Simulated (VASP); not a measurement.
# Ir (P6_3/mmc) in VASP: a series of runs, part 2 of 3

VASP 6.6.1. The steps go on from the part before.

### Step 3. Single point, PBE

This run uses another cell than the first one, of 14.54 Å³/atom, 0.893 times its volume.

INCAR

```
SYSTEM = Ir
PREC = Accurate
ENCUT = 520
EDIFF = 1E-7
ISMEAR = -1
SIGMA = 0.1
LREAL = .False.
LASPH = .True.
NELM = 100
ALGO = Normal
ISIF = 2
LWAVE = .False.
LCHARG = .True.
GGA = PE
LELF = .True.
LVHAR = .True.
NBANDS = 26
```

KPOINTS

```
Automatic mesh
0
Gamma
  17 17 5
  0 0 0
```

POSCAR

```
Ir
1.0
    2.7394554273      0.0000000000      0.0000000000
   -1.3697277137      2.3724379926      0.0000000000
    0.0000000000      0.0000000000      8.9495605067
Ir
4
Direct
    1.0000000000      1.0000000000      0.0000000000
    1.0000000000      1.0000000000      0.5000000000
    0.3333333333      0.6666666667      0.2500000000
    0.6666666667      0.3333333333      0.7500000000
```

Potentials or basis: VASP PAW PBE potentials, release 64 (Ir).

Command:

```sh
$ cat potpaw_PBE.64/Ir/POTCAR > POTCAR
$ mpirun -np 1 vasp_std > vasp.out
```

OUTCAR:

```text
SYSTEM = Ir
   PREC = Accurate
   ENCUT = 520
   EDIFF = 1E-7
   ISMEAR = -1
   LREAL = .False.
   LASPH = .True.
   NELM = 100
   ISIF = 2
   GGA = PE

 ion  position               nearest neighbor table
   1  0.000  0.000  0.000-   3 2.74   4 2.74   4 2.74   3 2.74   4 2.74   3 2.74
   2  0.000  0.000  0.500-   3 2.74   4 2.74   4 2.74   3 2.74   4 2.74   3 2.74
   3  0.333  0.667  0.250-   1 2.74   2 2.74   1 2.74   2 2.74   1 2.74   2 2.74
   4  0.667  0.333  0.750-   1 2.74   2 2.74   1 2.74   2 2.74   1 2.74   2 2.74

  LATTYP: Found a hexagonal cell.
 ALAT       =     2.7394554273
 C/A-ratio  =     3.2669122547

  Lattice vectors:

 A1 = (   2.7394554273,   0.0000000000,   0.0000000000)
 A2 = (  -1.3697277137,   2.3724379926,   0.0000000000)
 A3 = (   0.0000000000,   0.0000000000,   8.9495605067)

Analysis of symmetry for initial positions (statically):
=====================================================================
 Subroutine PRICEL returns:
 Original cell was already a primitive cell.

 Routine SETGRP: Setting up the symmetry group for a
 hexagonal supercell.

 Subroutine GETGRP returns: Found 24 space group operations
 (whereof 12 operations were pure point group operations)
 out of a pool of 24 trial point group operations.

The static configuration has the point symmetry D_3d.
 The point group associated with its full space group is D_6h.

Analysis of symmetry for dynamics (positions and initial velocities):
=====================================================================
 Subroutine PRICEL returns:
 Original cell was already a primitive cell.

 Routine SETGRP: Setting up the symmetry group for a
 hexagonal supercell.

 Subroutine GETGRP returns: Found 24 space group operations
 (whereof 12 operations were pure point group operations)
 out of a pool of 24 trial point group operations.

The dynamic configuration has the point symmetry D_3d.
 The point group associated with its full space group is D_6h.

 Subroutine INISYM returns: Found 24 space group operations
 (whereof 12 operations are pure point group operations),
 and found     1 'primitive' translations

----------------------------------------------------------------------------------------

                                     Primitive cell

  volume of cell :      58.1649

  direct lattice vectors                    reciprocal lattice vectors
     2.739455427  0.000000000  0.000000000     0.365036054  0.210753664  0.000000000
    -1.369727714  2.372437993  0.000000000     0.000000000  0.421507328  0.000000000
     0.000000000  0.000000000  8.949560507     0.000000000  0.000000000  0.111737330

  length of vectors
     2.739455427  2.739455427  8.949560507     0.421507328  0.421507328  0.111737330

  position of ions in fractional coordinates (direct lattice)
     0.000000000  0.000000000  0.000000000
     0.000000000  0.000000000  0.500000000
     0.333333333  0.666666667  0.250000000
     0.666666667  0.333333333  0.750000000

  ion indices of the primitive-cell ions
   primitive index   ion index
                 1           1
                 2           2
                 3           3
                 4           4

----------------------------------------------------------------------------------------

 KPOINTS: Automatic mesh

Automatic generation of k-mesh.
 Grid dimensions read from file:
 generate k-points for:   17   17    5

 Generating k-lattice:

  Cartesian coordinates                     Fractional coordinates (reciprocal lattice)
     0.021472709  0.012397274  0.000000000     0.058823529  0.000000000  0.000000000
     0.000000000  0.024794549  0.000000000     0.000000000  0.058823529  0.000000000
     0.000000000  0.000000000  0.022347466     0.000000000  0.000000000  0.200000000

  Length of vectors
     0.024794549  0.024794549  0.022347466

  Shift w.r.t. Gamma in fractional coordinates (k-lattice)
     0.000000000  0.000000000  0.000000000

 Subroutine IBZKPT returns following result:
 ===========================================

 Found     99 irreducible k-points:

 Following reciprocal coordinates:
            Coordinates               Weight
  0.000000  0.000000  0.000000      1.000000
  0.058824 -0.000000  0.000000      6.000000
  0.117647  0.000000  0.000000      6.000000
  0.176471 -0.000000  0.000000      6.000000
  0.235294  0.000000  0.000000      6.000000
  0.294118 -0.000000  0.000000      6.000000
[... 16 lines left out ...]
  0.411765  0.117647  0.000000     12.000000
  0.176471  0.176471  0.000000      6.000000
 [... further k-points ...]
   k-points           NKPTS =     99   k-points in BZ     NKDIM =     99   number of bands    NBANDS=     26
   number of dos      NEDOS =    301   number of ions     NIONS =      4
   total plane-waves  NPLWV =  28000
   dimension x,y,z NGX =    20 NGY =   20 NGZ =   70
   dimension x,y,z NGXF=    40 NGYF=   40 NGZF=  140
   ions per type =               4
   NGX,Y,Z   is equivalent  to a cutoff of  12.14, 12.14, 13.00 a.u.
   NGXF,Y,Z  is equivalent  to a cutoff of  24.27, 24.27, 26.01 a.u.
 SYSTEM =  Ir
   PREC   = accura    normal or accurate (medium, high low for compatibility)
   ISTART =      0    job   : 0-new  1-cont  2-samecut
   ICHARG =      2    charge: 1-file 2-atom 10-const
   ISPIN  =      1    spin polarized calculation?
   LNONCOLLINEAR =      F non collinear calculations
   LSORBIT =      F    spin-orbit coupling
   LASPH  =      T    aspherical Exc in radial PAW
   ENCUT  =  520.0 eV  38.22 Ry    6.18 a.u.   5.09  5.09 16.64*2*pi/ulx,y,z
   NELM   =    100;   NELMIN=  2; NELMDL= -5     # of ELM steps
   EDIFF  = 0.1E-06   stopping-criterion for ELM
   LREAL  =      F    real-space projection
   EDIFFG = 0.1E-05   stopping-criterion for IOM
   NSW    =      0    number of steps for IOM
   IBRION =     -1    ionic relax: 0-MD 1-quasi-New 2-CG
   NFREE  =      0    steps in history (QN), initial steepest desc. (CG)
   ISIF   =      2    stress and relaxation
   ISYM   =      2    0-nonsym 1-usesym 2-fastsym
   POTIM  = 0.5000    time-step for ionic-motion
   TEBEG  =    0.0;   TEEND  =   0.0 temperature during run
   PSTRESS=    0.0 pullay stress
   NELECT =      36.0000    total number of electrons
   NUPDOWN=      -1.0000    fix difference up-down
   EMIN   =  10.00;   EMAX   =-10.00  energy-range for DOS
   EFERMI =   0.00;   METHOD = LEGACY
   ISMEAR =    -1;   SIGMA  =   0.10  broadening in eV -4-tet -1-fermi 0-gaus
   EFERMI_NEDOS =   21; number of points for ismear=-14 and -15
   IALGO  =     38    algorithm
   IMIX   =      4    mixing-type and parameters
     AMIX     =   0.40;   BMIX     =  1.00
     AMIX_MAG =   1.60;   BMIX_MAG =  1.00
  volume/ion in A,a.u.               =      14.54        98.13
  Fermi-wavevector in a.u.,A,eV,Ry     =   1.395154  2.636458 26.483113  1.946454
  Thomas-Fermi vector in A             =   2.518633
   LORBIT       =      0    0 simple, 1 ext, 2 COOP (PROOUT), +10 PAW based schemes
   GGA     = PE    functional components
   LHFCALC =     F    Hartree Fock is set to
   AEXX    =    0.0000 exact exchange contribution
   IVDW    =     0    specifies the selected vdW correction
   LEPSILON=     F    determine dielectric tensor
   LRPA    =     F    only Hartree local field effects (RPA)
 non-spin polarized calculation
  energy-cutoff  :      520.00
  volume of cell :       58.16
 maximum number of plane-waves:      1583
   NGX = 11   NGY = 11   NGZ = 33

 number of electron      36.0000001 magnetization

 Free energy of the ion-electron system (eV)
  ---------------------------------------------------
  ext. energy  EPLUGINS =         0.00000000
  ---------------------------------------------------
  free energy    TOTEN  =       -35.33003429 eV

  energy without entropy =      -35.19128093  energy(sigma->0) =      -35.26065761

 E-fermi :   9.9513     XC(G=0): -13.8252

 val. band max:        9.9433561540   @ k =   0.3529   0.2941   0.2000
 cond. band min:       9.9541459276   @ k =   0.2941   0.1176   0.0000
 fundamental gap:      0.0107897737
 Fermi energy:         9.9512586949

 k-point     1 :       0.0000    0.0000    0.0000
  band No.  band energies     occupation
      1      -0.8901      2.00000
      2       1.2665      2.00000
      3       1.2833      2.00000
      4       2.1227      2.00000
      5       5.7169      2.00000
      6       5.7514      2.00000
[... 18 lines left out ...]
     25      16.8461      0.00000
     26      22.9142      0.00000
[... 644 lines left out ...]
      4       4.1585      2.00000
      5       4.4642      2.00000
      6       4.4895      2.00000
[... 18 lines left out ...]
     25      17.3044      0.00000
     26      21.7522      0.00000

 [... further k-points ...]
[... 5 lines left out ...]
  --------------------------------------------------------------------------------------
  -------------------------------------------------------------------------------------
  Total        0.1849771      0.1849771      0.0418721     -0.0000000     -0.0000000      0.0000000
  in kB        5.0952762      5.0952762      1.1533866     -0.0000000     -0.0000000      0.0000000
  external PRESSURE =       3.7813130 kB  Pullay stress =       0.0000000 kB

 VOLUME and BASIS-vectors are now :
 -----------------------------------------------------------------------------
  energy-cutoff  :      520.00
  volume of cell :       58.16
      direct lattice vectors                 reciprocal lattice vectors
     2.739455427  0.000000000  0.000000000     0.365036054  0.210753664  0.000000000
    -1.369727714  2.372437993  0.000000000     0.000000000  0.421507328  0.000000000
     0.000000000  0.000000000  8.949560507     0.000000000  0.000000000  0.111737330

 POSITION                                       TOTAL-FORCE (eV/Angst)
 -----------------------------------------------------------------------------------
      0.00000      0.00000      0.00000        -0.000000      0.000000      0.000000
      0.00000      0.00000      4.47478        -0.000000      0.000000      0.000000
     -0.00000      1.58163      2.23739         0.000000      0.000000     -0.000000
      1.36973      0.79081      6.71217         0.000000     -0.000000      0.000000
 -----------------------------------------------------------------------------------
    total drift:                                0.000000     -0.000000      0.000000

  FREE ENERGIE OF THE ION-ELECTRON SYSTEM (eV)
  ---------------------------------------------------
  free  energy   TOTEN  =       -35.3300342946 eV

  energy  without entropy=      -35.1912809345  energy(sigma->0) =      -35.26065761
```

OSZICAR:

```text
N       E                     dE             d eps       ncg     rms          rms(c)
DAV:   1     0.373414205663E+03    0.37341E+03   -0.16084E+04  5156   0.139E+03
DAV:   2    -0.187054927679E+02   -0.39212E+03   -0.36942E+03  5200   0.419E+02
DAV:   3    -0.370557445003E+02   -0.18350E+02   -0.17151E+02  6036   0.991E+01
DAV:   4    -0.375697301378E+02   -0.51399E+00   -0.50749E+00  5746   0.157E+01
DAV:   5    -0.375800287851E+02   -0.10299E-01   -0.10289E-01  5848   0.208E+00    0.286E+01
DAV:   6    -0.356868364636E+02    0.18932E+01   -0.30449E+00  5634   0.174E+01    0.117E+01
DAV:   7    -0.353531242428E+02    0.33371E+00   -0.98693E-01  6096   0.941E+00    0.285E+00
DAV:   8    -0.353351073627E+02    0.18017E-01   -0.21385E-02  6088   0.145E+00    0.946E-01
DAV:   9    -0.353362110005E+02   -0.11036E-02   -0.48578E-02  6478   0.267E+00    0.805E-01
DAV:  10    -0.353299444433E+02    0.62666E-02   -0.21163E-02  6642   0.193E+00    0.496E-02
DAV:  11    -0.353300247673E+02   -0.80324E-04   -0.73438E-04  5524   0.201E-01    0.336E-02
DAV:  12    -0.353300294408E+02   -0.46735E-05   -0.29917E-05  6764   0.555E-02    0.184E-02
DAV:  13    -0.353300341674E+02   -0.47266E-05   -0.66267E-06  5598   0.260E-02    0.543E-03
DAV:  14    -0.353300344085E+02   -0.24106E-06   -0.32197E-07  3996   0.750E-03    0.264E-03
DAV:  15    -0.353300343037E+02    0.10476E-06   -0.57523E-08  2796   0.223E-03    0.112E-03
DAV:  16    -0.353300342946E+02    0.91059E-08   -0.21836E-08  2736   0.107E-03
   1 F= -.35330034E+02 E0= -.35260658E+02  d E =-.138753E+00
```

stdout:

```text
POSCAR found type information on POSCAR Ir
 POSCAR found :  1 types and       4 ions
 scaLAPACK will be used
 LDA part: xc-table for (Slater+PW92), standard interpolation
 POSCAR, INCAR and KPOINTS ok, starting setup
 FFT: planning ... GRIDC
 FFT: planning ... GRID_SOFT
 FFT: planning ... GRID
 WAVECAR not read
 entering main loop
```

It took 3.5 min on 1 thread of Intel Xeon 8259CL, shared host; peak memory 0.25 GiB.

What came out:

| Property | Result |
| --- | --- |
| Free energy | -35.3300 eV |
| Pressure | 0.4 GPa |
| Band gap on the k mesh | zero (band 18 reaches 10.91 eV, above the bottom of band 19 at 8.64 eV) |

Stress tensor (GPa, compression positive):
```
0.51 0.00 0.00
0.00 0.51 0.00
0.00 0.00 0.12
```

Levels at points of the mesh, in eV from the Fermi level:
| k point | band 15 | band 16 | band 17 | band 18 | band 19 | band 20 | band 21 | band 22 |
| --- | --- | --- | --- | --- | --- | --- | --- | --- |
| (0.00, 0.00, 0.00) | -3.19 | -1.72 | -1.72 | -0.99 | -0.99 | -0.71 | -0.34 | -0.34 |

Caveat: spin-orbit coupling is left out, which moves the levels of the heavy elements.

### Step 4. Single point, PBE, collinear spin, ferromagnetic start (volume scaled by 1.04)

INCAR

```
SYSTEM = Ir
ALGO     = Normal         ! electronic algorithm
EDIFF    = 1E-6           ! SCF threshold, eV
ENCUT    = 520            ! plane-wave cutoff, eV
GGA      = PE             ! functional
ISIF     = 2              ! what is computed and relaxed
ISMEAR   = -1             ! smearing method
ISPIN    = 2              ! spin polarisation
LASPH    = .TRUE.         ! aspherical terms in the spheres
LCHARG   = .TRUE.         ! write CHGCAR
LELF     = .TRUE.         ! ELF
LMAXMIX  = 4              ! l up to which the mixer works
LORBIT   = 11             ! projections on sites
LREAL    = .FALSE.        ! projectors in reciprocal space
LVHAR    = .TRUE.       
LWAVE    = .FALSE.        ! write WAVECAR
MAGMOM   = 1 1 1 1        ! initial moments
NBANDS   = 30             ! bands
NELM     = 150            ! most SCF steps
PREC     = Accurate       ! precision mode
SIGMA    = 0.05           ! smearing width, eV
```

KPOINTS

```
k-points
0
G
  17 17 5
  0 0 0
```

POSCAR

```
Ir
1.0
    2.7741536795      0.0000000000      0.0000000000
   -1.3870768398      2.4024875605      0.0000000000
    0.0000000000      0.0000000000      9.0697194067
Ir
4
Direct
    0.0000000000      0.0000000000      1.0000000000
    0.0000000000      0.0000000000      0.5000000000
    0.3333333333      0.6666666667      0.2500000000
    0.6666666667      0.3333333333      0.7500000000
```

Command:

```sh
$ cat potpaw_PBE.64/Ir/POTCAR > POTCAR
$ mpirun -np 1 vasp_std > vasp.out
```

It took 2.7 min on 1 thread of Intel Xeon 6975P-C (Granite Rapids), shared host; peak memory 0.39 GiB.

Results (log left out):

```
Free energy                                           : -35.1915 eV
Pressure                                              : -12.0 GPa
Band gap on the k mesh                                : zero (filled and empty bands overlap)
Net moment                                            : 0.00 μB per cell
Valence electrons inside the program's atomic spheres : Ir 8.18, 8.19
```

Stress tensor (GPa, compression positive):
```
-11.90   0.00   0.00
  0.00 -11.90   0.00
  0.00   0.00 -12.32
```

Levels at points of the mesh, in eV from the Fermi level:
Spin up:
| k point | band 15 | band 16 | band 17 | band 18 | band 19 | band 20 | band 21 | band 22 |
| --- | --- | --- | --- | --- | --- | --- | --- | --- |
| (0.00, 0.00, 0.00) | -3.00 | -1.62 | -1.62 | -0.92 | -0.92 | -0.61 | -0.33 | -0.33 |
Spin down:
```csv
k point,band 16,band 17,band 18,band 19,band 20,band 21
"(0.00, 0.00, 0.00)",-1.62,-1.62,-0.92,-0.92,-0.61,-0.33
```

Caveat: the cell differs from its parent crystal (volume scaled by 1.04); spin-orbit coupling is left out, which moves the levels of the heavy elements.

(Continued in part 3 of 3.)
